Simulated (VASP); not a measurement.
# Si (a cell with a defect) in VASP: single point with PBE

Aim: the single point of Si (a cell with a defect) with PBE.

All numbers are computed with VASP 6.6.1; they aren't measurements. Logs are shortened: lines on timing, memory, paths and dates and some standing lists are left out, and cuts for length are marked.

**1. The cell of the first run**

The cell holds a defect, 53 atoms: a = 11.604 Å, b = 11.604 Å, c = 11.604 Å, α = 60.00°, β = 60.00°, γ = 60.00°.

**2. Single point, PBE**

Input file INCAR:

```
PREC     = Accurate       # precision mode
ENCUT    = 520            # plane-wave cutoff, eV
EDIFF    = 1E-6           # SCF threshold, eV
ISMEAR   = 0              # smearing method
SIGMA    = 0.02           # smearing width, eV
LREAL    = Auto         
LASPH    = T              # aspherical terms in the spheres
NELM     = 60             # most SCF steps
ALGO     = Normal         # electronic algorithm
ISIF     = 2              # what is computed and relaxed
LWAVE    = F              # write WAVECAR
LCHARG   = F              # write CHGCAR
GGA      = PE             # functional
NBANDS   = 138            # bands
NELECT   = 214.0
```

Input file KPOINTS:

```
Automatic mesh
0
Gamma
  2 2 2
```

Input file POSCAR:

```
Si
1.0
    8.2051406440      0.0000000000      8.2051406440
    8.2051406440      8.2051406440      0.0000000000
    0.0000000000      8.2051406440      8.2051406440
Si
53
Direct
    0.1959710467      0.1959716560      0.1959747029
    0.2461070550      0.5786751509      0.2461065675
    0.2494497156      0.9354133382      0.2494503250
    0.5786754555      0.2461069941      0.2461066285
    0.5819050163      0.5819052600      0.2489160867
    0.5837573307      0.9207248636      0.2471260504
    0.9354131554      0.2494497765      0.2494502640
    0.9207247417      0.5837572088      0.2471260504
    0.9191611488      0.9191610269      0.2493103517
    0.2461070550      0.2461069332      0.5786733227
    0.2489161476      0.5819044678      0.5819053210
    0.2471263550      0.9207237058      0.5837571478
    0.5819043460      0.2489161476      0.5819054428
    0.5831148066      0.5831148066      0.5831145629
    0.5826972026      0.9167187775      0.5826972026
    0.9207237667      0.2471262941      0.5837570869
    0.9167187775      0.5826972026      0.5826972026
    0.9177540431      0.9177540431      0.5830705661
    0.2494497156      0.2494498375      0.9354141913
    0.2471264769      0.5837573916      0.9207241933
    0.2493107174      0.9191611488      0.9191607831
    0.5837573916      0.2471263550      0.9207244370
    0.5826974463      0.5826974463      0.9167185337
    0.5830703223      0.9177542868      0.9177544087
    0.9191612706      0.2493105955      0.9191607831
    0.9177542259      0.5830703833      0.9177543478
    0.9177328369      0.9177327150      0.9177327150
    0.1700598516      0.4729711736      0.1700592422
    0.1698951378      0.8362817650      0.1698947721
    0.4729712955      0.1700599734      0.1700594859
    0.4969387701      0.4969386482      0.1675938975
    0.4993202040      0.8327287485      0.1690082547
    0.8362818869      0.1698950159      0.1698947721
    0.8327285657      0.4993202649      0.1690081938
    0.8341701620      0.8341701620      0.1682505590
    0.1700586328      0.1700585109      0.4729704424
    0.1675940194      0.4969385263      0.4969382826
    0.1690078282      0.8327279563      0.4993206305
    0.4969385873      0.1675940803      0.4969382216
    0.4993345243      0.4993345243      0.4993346461
    0.4985365489      0.8341178777      0.4985361833
    0.8327278954      0.1690078891      0.4993205696
    0.8341179386      0.4985364880      0.4985361224
    0.8337237345      0.8337237345      0.5002395057
    0.1698951987      0.1698950768      0.8362809728
    0.1690080110      0.4993202040      0.8327288704
    0.1682506809      0.8341702838      0.8341701620
    0.4993201430      0.1690080719      0.8327290532
    0.4985365489      0.4985365489      0.8341177558
    0.5002396885      0.8337239173      0.8337237955
    0.8341703448      0.1682506199      0.8341701010
    0.8337239173      0.5002396885      0.8337236736
    0.8339401842      0.8339401842      0.8339403061
```

Potentials or basis: VASP PAW PBE potentials, release 64 (Si).

Launch:

```
$ cat potpaw_PBE.64/Si/POTCAR > POTCAR
$ mpirun -np 1 vasp_std > vasp.out
```

OUTCAR:

```text
PREC = Accurate
   ENCUT = 520
   EDIFF = 1E-6
   ISMEAR = 0
   LREAL = Auto
   LASPH = T
   NELM = 60
   ISIF = 2
   GGA = PE
   NELECT = 214.0

 ion  position               nearest neighbor table
   1  0.196  0.196  0.196-   7 2.56   3 2.56  19 2.56  36 2.94  28 2.94  30 2.94
   2  0.246  0.579  0.246-  37 2.38  31 2.38  29 2.45  28 2.45
   3  0.249  0.935  0.249-  38 2.38  32 2.38  29 2.45   1 2.56
   4  0.579  0.246  0.246-  39 2.38  31 2.38  33 2.45  30 2.45
   5  0.582  0.582  0.249-  40 2.37  32 2.38  34 2.38  31 2.38
   6  0.584  0.921  0.247-  35 2.37  32 2.37  30 2.38  41 2.38
   7  0.935  0.249  0.249-  42 2.38  34 2.38  33 2.45   1 2.56
[... 44 lines left out ...]
  52  0.834  0.500  0.834-  26 2.38  25 2.38  23 2.38  17 2.38
  53  0.834  0.834  0.834-  18 2.38  26 2.38  24 2.38  27 2.38

  LATTYP: Found a face centered cubic cell.
 ALAT       =    16.4102812880

  Lattice vectors:

 A1 = (   8.2051406440,   0.0000000000,   8.2051406440)
 A2 = (   8.2051406440,   8.2051406440,   0.0000000000)
 A3 = (   0.0000000000,   8.2051406440,   8.2051406440)

Analysis of symmetry for initial positions (statically):
=====================================================================
 Subroutine PRICEL returns:
 Original cell was already a primitive cell.

 Routine SETGRP: Setting up the symmetry group for a
 face centered cubic supercell.

 Subroutine GETGRP returns: Found  6 space group operations
 (whereof  6 operations were pure point group operations)
 out of a pool of 48 trial point group operations.

The static configuration has the point symmetry C_3v.

Analysis of symmetry for dynamics (positions and initial velocities):
=====================================================================
 Subroutine PRICEL returns:
 Original cell was already a primitive cell.

 Routine SETGRP: Setting up the symmetry group for a
 face centered cubic supercell.

 Subroutine GETGRP returns: Found  6 space group operations
 (whereof  6 operations were pure point group operations)
 out of a pool of 48 trial point group operations.

The dynamic configuration has the point symmetry C_3v.

 Subroutine INISYM returns: Found  6 space group operations
 (whereof  6 operations are pure point group operations),
 and found     1 'primitive' translations

----------------------------------------------------------------------------------------

                                     Primitive cell

[... 177 lines left out ...]
   ISIF   =      2    stress and relaxation
   ISYM   =      2    0-nonsym 1-usesym 2-fastsym
   POTIM  = 0.5000    time-step for ionic-motion
   TEBEG  =    0.0;   TEEND  =   0.0 temperature during run
   PSTRESS=    0.0 pullay stress
   NELECT =     214.0000    total number of electrons
   NUPDOWN=      -1.0000    fix difference up-down
   EMIN   =  10.00;   EMAX   =-10.00  energy-range for DOS
   EFERMI =   0.00;   METHOD = LEGACY
   ISMEAR =     0;   SIGMA  =   0.02  broadening in eV -4-tet -1-fermi 0-gaus
   EFERMI_NEDOS =   21; number of points for ismear=-14 and -15
   IALGO  =     38    algorithm
   IMIX   =      4    mixing-type and parameters
     AMIX     =   0.40;   BMIX     =  1.00
     AMIX_MAG =   1.60;   BMIX_MAG =  1.00
  volume/ion in A,a.u.               =      20.85       140.67
  Fermi-wavevector in a.u.,A,eV,Ry     =   0.947218  1.789983 12.207452  0.897222
  Thomas-Fermi vector in A             =   2.075291
   LORBIT       =      0    0 simple, 1 ext, 2 COOP (PROOUT), +10 PAW based schemes
   GGA     = PE    functional components
   LHFCALC =     F    Hartree Fock is set to
   AEXX    =    0.0000 exact exchange contribution
   IVDW    =     0    specifies the selected vdW correction
   LEPSILON=     F    determine dielectric tensor
   LRPA    =     F    only Hartree local field effects (RPA)
 non-spin polarized calculation
 Gauss-broadening in eV      SIGMA  =   0.02
  energy-cutoff  :      520.00
  volume of cell :     1104.81
 maximum number of plane-waves:     29794
 NGX is ok and might be reduce to    90
   NGX = 43   NGY = 43   NGZ = 43

 number of electron     214.0000000 magnetization

 Free energy of the ion-electron system (eV)
  ---------------------------------------------------
  ext. energy  EPLUGINS =         0.00000000
  ---------------------------------------------------
  free energy    TOTEN  =      -271.84667574 eV

  energy without entropy =     -271.84281911  energy(sigma->0) =     -271.84474742

 E-fermi :   6.0041     XC(G=0):  -9.3117

 val. band max:        5.9372944139   @ k =   0.5000   0.0000   0.0000
 cond. band min:       6.0102359972   @ k =   0.5000   0.5000   0.0000
 fundamental gap:      0.0729415833
 Fermi energy:         6.0041446329

 k-point     1 :       0.0000    0.0000    0.0000
  band No.  band energies     occupation
      1      -6.2861      2.00000
      2      -5.0384      2.00000
      3      -5.0052      2.00000
      4      -5.0052      2.00000
      5      -5.0046      2.00000
      6      -4.9058      2.00000
[... 477 lines left out ...]
    118       7.5854      0.00000
    119       7.6030      0.00000
 [bands above 119 left out]

------------------------ aborting loop because EDIFF is reached ----------------------------------------

  FORCE on cell =-STRESS in cart. coord.  units (eV):
  Direction    XX          YY          ZZ          XY          YZ          ZX
  --------------------------------------------------------------------------------------
  -------------------------------------------------------------------------------------
  Total        6.3548531      6.3548531      6.3548531     -4.5605676     -4.5605676     -4.5605676
  in kB        9.2156933      9.2156933      9.2156933     -6.6136529     -6.6136529     -6.6136529
  external PRESSURE =       9.2156933 kB  Pullay stress =       0.0000000 kB

 VOLUME and BASIS-vectors are now :
 -----------------------------------------------------------------------------
  energy-cutoff  :      520.00
  volume of cell :     1104.81
      direct lattice vectors                 reciprocal lattice vectors
     8.205140644  0.000000000  8.205140644     0.060937408 -0.060937408  0.060937408
     8.205140644  8.205140644  0.000000000     0.060937408  0.060937408 -0.060937408
     0.000000000  8.205140644  8.205140644    -0.060937408  0.060937408  0.060937408

 POSITION                                       TOTAL-FORCE (eV/Angst)
 -----------------------------------------------------------------------------------
      3.21595      3.21597      3.21597        -0.039723     -0.039723     -0.039723
      6.76745      6.76745      4.03868         0.009967      0.009967     -0.003579
      9.72197      9.72197      4.09355         0.005634      0.005634     -0.008977
      6.76746      4.03868      6.76745         0.009967     -0.003579      0.009967
      9.54923      6.81701      6.81700         0.000255     -0.005175     -0.005175
     12.34449      9.58238      6.81752         0.001177      0.001117     -0.000340
[... 45 lines left out ...]
     10.94536     10.94536     13.68164        -0.000441     -0.000441     -0.002620
     13.68519     13.68519     13.68519        -0.000091     -0.000091     -0.000091
 -----------------------------------------------------------------------------------
    total drift:                               -0.004778     -0.004518     -0.004596

  FREE ENERGIE OF THE ION-ELECTRON SYSTEM (eV)
  ---------------------------------------------------
  free  energy   TOTEN  =      -271.8466757384 eV

  energy  without entropy=     -271.8428191095  energy(sigma->0) =     -271.84474742
```

Run time: 12 min. Hardware: 1 thread of Intel Xeon 6975P-C (Granite Rapids), shared host; peak memory 1.4 GiB.

Results:

```yaml
Free_energy: -271.8467 eV
Largest_force: 0.069 eV/Å
```

Forces in eV/Å, atoms in the order of the input:
```
Si  -0.040 -0.040 -0.040
Si   0.010  0.010 -0.004
Si   0.006  0.006 -0.009
Si   0.010 -0.004  0.010
Si   0.000 -0.005 -0.005
Si   0.001  0.001  0.000
Si   0.006 -0.009  0.006
Si   0.001  0.000  0.001
Si   0.006  0.004  0.004
Si  -0.004  0.010  0.010
Si  -0.005  0.000 -0.005
Si   0.001  0.001  0.000
Si  -0.005 -0.005  0.000
Si  -0.001 -0.001 -0.001
Si   0.001  0.001 -0.002
Si   0.001  0.000  0.001
Si   0.001 -0.002  0.001
Si   0.001 -0.004 -0.004
Si  -0.009  0.006  0.006
Si   0.000  0.001  0.001
Si   0.004  0.006  0.004
Si   0.000  0.001  0.001
Si  -0.002  0.001  0.001
Si  -0.004  0.001 -0.004
Si   0.004  0.004  0.006
Si  -0.004 -0.004  0.001
Si   0.001  0.001  0.001
Si   0.004  0.004  0.010
Si  -0.003 -0.003  0.006
Si   0.004  0.010  0.004
Si  -0.006 -0.003 -0.003
Si  -0.001  0.004  0.003
Si  -0.003  0.006 -0.003
Si  -0.001  0.003  0.004
Si   0.000  0.001  0.001
Si   0.010  0.004  0.004
Si  -0.003 -0.006 -0.003
Si   0.004 -0.001  0.003
Si  -0.003 -0.003 -0.006
Si   0.001  0.001  0.001
Si   0.001  0.001 -0.001
Si   0.004  0.003 -0.001
Si   0.001 -0.001  0.001
Si  -0.003  0.000  0.000
Si   0.006 -0.003 -0.003
Si   0.003 -0.001  0.004
Si   0.001  0.000  0.001
Si   0.003  0.004 -0.001
Si  -0.001  0.001  0.001
Si   0.000 -0.003  0.000
Si   0.001  0.001  0.000
Si   0.000  0.000 -0.003
Si   0.000  0.000  0.000
```

Caveat: the cell carries a net charge on a neutralising background, which shifts energy and pressure; the cell is charged against a uniform background, so pressure and absolute levels hang on convention.
